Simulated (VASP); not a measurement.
# B in VASP: single point with r2SCAN

Aim: the single point of B with r2SCAN.

All numbers are computed with VASP 6.6.1; they aren't measurements. Logs are shortened: lines on timing, memory, paths and dates and some standing lists are left out, and cuts for length are marked.

### 1 The cell of the first run

The cell holds a slab with vacuum, 12 atoms: a = 2.610 Å, b = 2.610 Å, c = 31.536 Å, α = 90.00°, β = 90.00°, γ = 120.00°.

### 2 Single point, r2SCAN

Input file POSCAR:

```
B
1.0
    2.6102916005      0.0000000000      0.0000000000
   -1.3051458003      2.2605788373      0.0000000000
    0.0000000000      0.0000000000     31.5358150393
B
12
Direct
    0.6666666667      0.3333333333      0.9968722164
    0.6666666667      0.3333333333      0.4968761714
    0.6666666667      0.3333333333      0.7344514427
    0.6666666667      0.3333333333      0.2344554234
    0.0000000000      0.0000000000      0.6156723512
    0.3333333333      0.6666666667      0.2344514427
    0.0000000000      0.0000000000      0.1156723512
    0.6666666667      0.3333333333      0.6156723849
    0.3333333333      0.6666666667      0.7344554234
    0.3333333333      0.6666666667      0.1156723849
    0.3333333333      0.6666666667      0.4968722164
    0.3333333333      0.6666666667      0.9968761714
```

Input file INCAR.step1:

```
  ALGO = Normal
  EDIFF = 1E-4
  ENCUT = 520
  GGA = PE
  ISMEAR = 0
  LASPH = True
  LCHARG = False
  LREAL = False
  LWAVE = True
  NBANDS = 30
  NELM = 60
  PREC = Accurate
  SIGMA = 0.1
```

Input file INCAR.step2:

```
  ALGO = Normal
  EDIFF = 1E-7
  ENCUT = 520
  ISIF = 2
  ISMEAR = 0
  ISTART = 1
  LASPH = True
  LCHARG = True
  LELF = True
  LMIXTAU = True
  LREAL = False
  LVHAR = True
  LWAVE = False
  METAGGA = R2SCAN
  NBANDS = 30
  NELM = 60
  PREC = Accurate
  SIGMA = 0.1
```

Input file KPOINTS:

```
k-points
0
Gamma
  6 6 1
```

Potentials or basis: VASP PAW PBE potentials, release 64 (B).

The run is started by

```
cat potpaw_PBE.64/B/POTCAR > POTCAR
cp INCAR.step1 INCAR
mpirun -np 1 vasp_std > vasp.out
cp INCAR.step2 INCAR
mpirun -np 1 vasp_std > vasp.out
```

OUTCAR:

```text
EDIFF = 1E-7
   ENCUT = 520
   ISIF = 2
   ISMEAR = 0
   ISTART = 1
   LASPH = True
   LREAL = False
   METAGGA = R2SCAN
   NELM = 60
   PREC = Accurate

 ion  position               nearest neighbor table
   1  0.667  0.333  0.997-  12 1.51  12 1.51  12 1.51
   2  0.667  0.333  0.497-  11 1.51  11 1.51  11 1.51
   3  0.667  0.333  0.734-   9 1.51   9 1.51   9 1.51
   4  0.667  0.333  0.234-   6 1.51   6 1.51   6 1.51
   5  0.000  0.000  0.616-   8 1.51   8 1.51   8 1.51
   6  0.333  0.667  0.234-   4 1.51   4 1.51   4 1.51
   7  0.000  0.000  0.116-  10 1.51  10 1.51  10 1.51
   8  0.667  0.333  0.616-   5 1.51   5 1.51   5 1.51
   9  0.333  0.667  0.734-   3 1.51   3 1.51   3 1.51
  10  0.333  0.667  0.116-   7 1.51   7 1.51   7 1.51
  11  0.333  0.667  0.497-   2 1.51   2 1.51   2 1.51
  12  0.333  0.667  0.997-   1 1.51   1 1.51   1 1.51

  LATTYP: Found a hexagonal cell.
 ALAT       =     2.6102916005
 C/A-ratio  =    12.0813379751

  Lattice vectors:

 A1 = (   2.6102916005,   0.0000000000,   0.0000000000)
 A2 = (  -1.3051458003,   2.2605788373,   0.0000000000)
 A3 = (   0.0000000000,   0.0000000000,  31.5358150393)

Analysis of symmetry for initial positions (statically):
=====================================================================
 Subroutine PRICEL returns:
 Original cell was already a primitive cell.

 Routine SETGRP: Setting up the symmetry group for a
 hexagonal supercell.

 Subroutine GETGRP returns: Found 12 space group operations
 (whereof  6 operations were pure point group operations)
 out of a pool of 24 trial point group operations.

The static configuration has the point symmetry C_3v.
 The point group associated with its full space group is C_6v.

Analysis of symmetry for dynamics (positions and initial velocities):
=====================================================================
 Subroutine PRICEL returns:
 Original cell was already a primitive cell.

 Routine SETGRP: Setting up the symmetry group for a
 hexagonal supercell.

 Subroutine GETGRP returns: Found 12 space group operations
 (whereof  6 operations were pure point group operations)
 out of a pool of 24 trial point group operations.

The dynamic configuration has the point symmetry C_3v.
 The point group associated with its full space group is C_6v.

 Subroutine INISYM returns: Found 12 space group operations
 (whereof  6 operations are pure point group operations),
 and found     1 'primitive' translations

----------------------------------------------------------------------------------------

                                     Primitive cell

  volume of cell :     186.0856

  direct lattice vectors                    reciprocal lattice vectors
     2.610291601  0.000000000  0.000000000     0.383098961  0.221182288  0.000000000
    -1.305145800  2.260578837  0.000000000     0.000000000  0.442364576  0.000000000
     0.000000000  0.000000000 31.535815039     0.000000000  0.000000000  0.031709978

  length of vectors
     2.610291601  2.610291601 31.535815039     0.442364576  0.442364576  0.031709978

  position of ions in fractional coordinates (direct lattice)
     0.666666667  0.333333333  0.996872216
     0.666666667  0.333333333  0.496876171
     0.666666667  0.333333333  0.734451443
     0.666666667  0.333333333  0.234455423
     0.000000000  0.000000000  0.615672351
     0.333333333  0.666666667  0.234451443
     0.000000000  0.000000000  0.115672351
     0.666666667  0.333333333  0.615672385
     0.333333333  0.666666667  0.734455423
     0.333333333  0.666666667  0.115672385
     0.333333333  0.666666667  0.496872216
     0.333333333  0.666666667  0.996876171

  ion indices of the primitive-cell ions
   primitive index   ion index
                 1           1
                 2           2
                 3           3
                 4           4
                 5           5
                 6           6
                 7           7
                 8           8
                 9           9
                10          10
                11          11
                12          12

----------------------------------------------------------------------------------------

 KPOINTS: k-points

Automatic generation of k-mesh.
 Grid dimensions read from file:
 generate k-points for:    6    6    1

 Generating k-lattice:

  Cartesian coordinates                     Fractional coordinates (reciprocal lattice)
     0.063849827  0.036863715  0.000000000     0.166666667 -0.000000000  0.000000000
     0.000000000  0.073727429  0.000000000     0.000000000  0.166666667  0.000000000
     0.000000000  0.000000000  0.031709978     0.000000000  0.000000000  1.000000000

  Length of vectors
     0.073727429  0.073727429  0.031709978

  Shift w.r.t. Gamma in fractional coordinates (k-lattice)
     0.000000000  0.000000000  0.000000000

 Subroutine IBZKPT returns following result:
 ===========================================

 Found      7 irreducible k-points:

 Following reciprocal coordinates:
            Coordinates               Weight
  0.000000  0.000000  0.000000      1.000000
  0.166667  0.000000  0.000000      6.000000
  0.333333  0.000000  0.000000      6.000000
  0.500000 -0.000000  0.000000      3.000000
  0.166667  0.166667  0.000000      6.000000
  0.333333  0.166667  0.000000     12.000000
  0.333333  0.333333  0.000000      2.000000
   k-points           NKPTS =      7   k-points in BZ     NKDIM =      7   number of bands    NBANDS=     30
   number of dos      NEDOS =    301   number of ions     NIONS =     12
   total plane-waves  NPLWV =  96000
   dimension x,y,z NGX =    20 NGY =   20 NGZ =  240
   dimension x,y,z NGXF=    40 NGYF=   40 NGZF=  480
   ions per type =              12
   NGX,Y,Z   is equivalent  to a cutoff of  12.74, 12.74, 12.65 a.u.
   NGXF,Y,Z  is equivalent  to a cutoff of  25.48, 25.48, 25.30 a.u.
 SYSTEM =  unknown system
   PREC   = accura    normal or accurate (medium, high low for compatibility)
   ISTART =      1    job   : 0-new  1-cont  2-samecut
   ICHARG =      0    charge: 1-file 2-atom 10-const
   ISPIN  =      1    spin polarized calculation?
   LNONCOLLINEAR =      F non collinear calculations
   LSORBIT =      F    spin-orbit coupling
   LASPH  =      T    aspherical Exc in radial PAW
   ENCUT  =  520.0 eV  38.22 Ry    6.18 a.u.   4.85  4.85 58.64*2*pi/ulx,y,z
   NELM   =     60;   NELMIN=  2; NELMDL=  0     # of ELM steps
   EDIFF  = 0.1E-06   stopping-criterion for ELM
   LREAL  =      F    real-space projection
   EDIFFG = 0.1E-05   stopping-criterion for IOM
   NSW    =      0    number of steps for IOM
   IBRION =     -1    ionic relax: 0-MD 1-quasi-New 2-CG
   NFREE  =      0    steps in history (QN), initial steepest desc. (CG)
   ISIF   =      2    stress and relaxation
   ISYM   =      2    0-nonsym 1-usesym 2-fastsym
   POTIM  = 0.5000    time-step for ionic-motion
   TEBEG  =    0.0;   TEEND  =   0.0 temperature during run
   PSTRESS=    0.0 pullay stress
   NELECT =      36.0000    total number of electrons
   NUPDOWN=      -1.0000    fix difference up-down
   EMIN   =  10.00;   EMAX   =-10.00  energy-range for DOS
   EFERMI =   0.00;   METHOD = LEGACY
   ISMEAR =     0;   SIGMA  =   0.10  broadening in eV -4-tet -1-fermi 0-gaus
   EFERMI_NEDOS =   21; number of points for ismear=-14 and -15
   IALGO  =     38    algorithm
   IMIX   =      4    mixing-type and parameters
     AMIX     =   0.40;   BMIX     =  1.00
     AMIX_MAG =   1.60;   BMIX_MAG =  1.00
  volume/ion in A,a.u.               =      15.51       104.65
  Fermi-wavevector in a.u.,A,eV,Ry     =   0.946829  1.789247 12.197413  0.896485
  Thomas-Fermi vector in A             =   2.074864
   LORBIT       =      0    0 simple, 1 ext, 2 COOP (PROOUT), +10 PAW based schemes
   METAGGA = R2SCAN    functional components
   LHFCALC =     F    Hartree Fock is set to
   AEXX    =    0.0000 exact exchange contribution
   IVDW    =     0    specifies the selected vdW correction
   LEPSILON=     F    determine dielectric tensor
   LRPA    =     F    only Hartree local field effects (RPA)
 non-spin polarized calculation
 Gauss-broadening in eV      SIGMA  =   0.10
  energy-cutoff  :      520.00
  volume of cell :      186.09
 maximum number of plane-waves:      5085
 NGX is ok and might be reduce to    20
   NGX =  9   NGY =  9   NGZ =117

 number of electron      35.9999997 magnetization

 Free energy of the ion-electron system (eV)
  ---------------------------------------------------
  ext. energy  EPLUGINS =         0.00000000
  ---------------------------------------------------
  free energy    TOTEN  =       -66.11089670 eV

  energy without entropy =      -66.04313955  energy(sigma->0) =      -66.07701813

 E-fermi :  -0.9583     XC(G=0):  -7.2702

 val. band max:       -0.9702418474   @ k =   0.3333   0.0000   0.0000
 cond. band min:      -0.9363538259   @ k =   0.3333   0.0000   0.0000
 fundamental gap:      0.0338880215
 Fermi energy:        -0.9582791110

 k-point     1 :       0.0000    0.0000    0.0000
  band No.  band energies     occupation
      1     -13.4898      2.00000
      2     -13.4898      2.00000
      3     -13.3490      2.00000
      4     -13.3490      2.00000
      5     -13.2268      2.00000
      6     -13.2268      2.00000
[... 22 lines left out ...]
     29       6.0261      0.00000
     30       7.0872      0.00000

 k-point     2 :       0.1667    0.0000    0.0000
  band No.  band energies     occupation
      1     -12.8750      2.00000
      2     -12.8750      2.00000
      3     -12.7396      2.00000
      4     -12.7396      2.00000
      5     -12.6237      2.00000
      6     -12.6237      2.00000
[... 157 lines left out ...]
 k-point     7 :       0.3333    0.3333    0.0000
  band No.  band energies     occupation
      1      -6.5083      2.00000
      2      -6.5083      2.00000
      3      -6.4953      2.00000
      4      -6.4953      2.00000
      5      -6.4931      2.00000
      6      -6.4929      2.00000
[... 22 lines left out ...]
     29       3.9416      0.00000
     30       3.9416      0.00000

------------------------ aborting loop because EDIFF is reached ----------------------------------------

  FORCE on cell =-STRESS in cart. coord.  units (eV):
  Direction    XX          YY          ZZ          XY          YZ          ZX
  --------------------------------------------------------------------------------------
  -------------------------------------------------------------------------------------
  Total       61.7164530     61.7164530     -0.2751265     -0.0000000      0.0000000      0.0000000
  in kB      531.3721605    531.3721605     -2.3688104     -0.0000000      0.0000000      0.0000000
  external PRESSURE =     353.4585035 kB  Pullay stress =       0.0000000 kB

 VOLUME and BASIS-vectors are now :
 -----------------------------------------------------------------------------
  energy-cutoff  :      520.00
  volume of cell :      186.09
      direct lattice vectors                 reciprocal lattice vectors
     2.610291601  0.000000000  0.000000000     0.383098961  0.221182288  0.000000000
    -1.305145800  2.260578837  0.000000000     0.000000000  0.442364576  0.000000000
     0.000000000  0.000000000 31.535815039     0.000000000  0.000000000  0.031709978

 POSITION                                       TOTAL-FORCE (eV/Angst)
 -----------------------------------------------------------------------------------
      1.30515      0.75353     31.43718        -0.000000     -0.000000      0.004860
      1.30515      0.75353     15.66940        -0.000000      0.000000      0.007555
      1.30515      0.75353     23.16152         0.000000     -0.000000     -0.007529
      1.30515      0.75353      7.39374        -0.000000     -0.000000     -0.004842
      0.00000      0.00000     19.41573        -0.000000     -0.000000     -0.000032
     -0.00000      1.50705      7.39362        -0.000000      0.000000     -0.007529
      0.00000      0.00000      3.64782        -0.000000     -0.000000     -0.000032
      1.30515      0.75353     19.41573        -0.000000      0.000000     -0.000013
     -0.00000      1.50705     23.16165         0.000000      0.000000     -0.004842
     -0.00000      1.50705      3.64782        -0.000000     -0.000000     -0.000013
     -0.00000      1.50705     15.66927         0.000000     -0.000000      0.004860
     -0.00000      1.50705     31.43730         0.000000     -0.000000      0.007555
 -----------------------------------------------------------------------------------
    total drift:                                0.000000      0.000000      0.000140

  FREE ENERGIE OF THE ION-ELECTRON SYSTEM (eV)
  ---------------------------------------------------
  free  energy   TOTEN  =       -66.1108967028 eV

  energy  without entropy=      -66.0431395514  energy(sigma->0) =      -66.07701813
```

Run time: 11 min. Hardware: 1 thread of Intel Xeon 8259CL, shared host; peak memory 0.33 GiB.

What came out:

```yaml
Free_energy: -66.1109 eV
Largest_force: 0.008 eV/Å
Band_gap_on_the_k_mesh: zero (bands 18 and 19 overlap by 3.78 eV)
```

Forces on the atoms (eV/Å):
```
B    0.000  0.000  0.005
B    0.000  0.000  0.008
B    0.000  0.000 -0.008
B    0.000  0.000 -0.005
B    0.000  0.000  0.000
B    0.000  0.000 -0.008
B    0.000  0.000  0.000
B    0.000  0.000  0.000
B    0.000  0.000 -0.005
B    0.000  0.000  0.000
B    0.000  0.000  0.005
B    0.000  0.000  0.008
```

Caveat: the k points lie up to 0.46 Å⁻¹ apart, too coarse for converged energies and pressures of a metal; the PAW data sets were made with another functional, which shifts forces and pressure a little.
